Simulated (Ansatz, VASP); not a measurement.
Ag2Cl3F in VASP and in Ansatz

Contents of INCAR:

```
PREC = Accurate
ENCUT = 600
EDIFF = 1E-6
ISMEAR = 0
SIGMA = 0.1
LREAL = F
LASPH = T
NELM = 100
ALGO = Normal
ISIF = 3
LWAVE = F
LCHARG = F
GGA = PE
IBRION = 2
NSW = 100
EDIFFG = -0.01
```

KPOINTS

```
regular mesh
0
Gamma
  6 6 8
```

Contents of POSCAR:

```
Ag2Cl3F
1.0
    6.0138617500      0.0000000000      0.0000000000
   -3.0069308700      5.2081570500      0.0000000000
    0.0000000000      0.0000000000      4.5320363400
Ag Cl F
2 3 1
Direct
    0.6666666700      0.3333333300      0.0000000000
    0.3333333300      0.6666666700      0.0000000000
    0.5000000000      0.0000000000      0.5000000000
    0.5000000000      0.5000000000      0.5000000000
    0.0000000000      0.5000000000      0.5000000000
    0.0000000000      0.0000000000      0.0000000000
```

Input for Ansatz:

```yaml
crystal:
  lattice:
    - [6.01386175, 0.0, 0.0]
    - [-3.00693087, 5.20815705, 0.0]
    - [0.0, 0.0, 4.53203634]
  atoms:
    - { symbol: Ag, position: [0.66666667, 0.33333333, 0.0] }
    - { symbol: Ag, position: [0.33333333, 0.66666667, 0.0] }
    - { symbol: Cl, position: [0.5, 0.0, 0.5] }
    - { symbol: Cl, position: [0.5, 0.5, 0.5] }
    - { symbol: Cl, position: [0.0, 0.5, 0.5] }
    - { symbol: F, position: [0.0, 0.0, 0.0] }
basis:
  ecutwfc: 420
kpoints:
  mp_grid: { grid: [6, 6, 8] }
hamiltonian:
  xc: pbe
scf:
  occupations: { method: gaussian, width: 0.1 }
output:
  forces: true
  stress: true
  eigenvalues: true
relax:
  adjacent_minimum: "off"
  f_tol: 0.01
  max_steps: 80
  cell: { stress_tol: 0.05 }
```

Change from the starting cell: species swapped into the NdAl3Ni2 type (P6/mmm, No. 191).

Alike in both runs: task relaxation of cell and atoms; functional PBE; k mesh 6 × 6 × 8; occupations gaussian, width 0.1 eV; no spin polarisation.

|  | VASP | Ansatz |
| --- | --- | --- |
| version | VASP 6.6.1 | Ansatz 0.2.0 |
| potentials or method | VASP PAW PBE potentials, release 64 (Ag, Cl, F), cutoff 600 eV | scalar-relativistic, plane waves, PAW |
| valence electrons in the cell | 50 | 66 |

Ansatz gave:

* gap on the k mesh at the Fermi level, each at its own relaxed structure (eV): none
* relaxed volume (Å³/atom): 23.76
* relaxed cell length with the largest relative difference (Å): 6.845

Which values does VASP return?

gap on the k mesh at the Fermi level, each at its own relaxed structure (eV): none; relaxed volume (Å³/atom): 23.61; relaxed cell length with the largest relative difference (Å): 6.813.

A gap of «none» marks a metal or a gap that the smearing closes. VASP's potentials hold 50 valence electrons a cell and Ansatz's 66, so a difference there can come from the potentials and not from the codes.
